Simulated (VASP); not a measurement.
Runs of VASP 6.6.1 on Ga3Se. It takes space group Pm-3m (No. 221, cubic). Conventional cell: a = 4.432 Å, b = 4.432 Å, c = 4.432 Å, α = 90.00°, β = 90.00°, γ = 90.00°. Within 4.1 Å of Ga (site symmetry 4/mmm) lie 8 Ga at 3.13 Å and 4 Se at 3.13 Å. Within 4.1 Å of Se (site symmetry m-3m) lie 12 Ga at 3.13 Å. 

```csv
level,gap on the mesh (eV),pressure (GPa)
PBE,none,-0.3
PBEsol,none,(a)
RPBE,none,1.3
BLYP,none,4.8
```

Alike in all rows: task single point; potentials or basis VASP PAW PBE potentials, release 64 (Ga_d, Se); no spin polarisation; cell as given; k mesh 5 × 5 × 5; cutoff (eV) 520; smearing methfessel-paxton 0.1 eV.

Q: Estimate the missing entries.

A: (a) -3.3.

Caveats: the PAW data sets were made with another functional, which shifts forces and pressure a little (some runs).

A k mesh can miss the band edges, and the runs leave out spin-orbit coupling on Ga, Se.

A gap of «none» marks levels without a gap at the run's occupations.
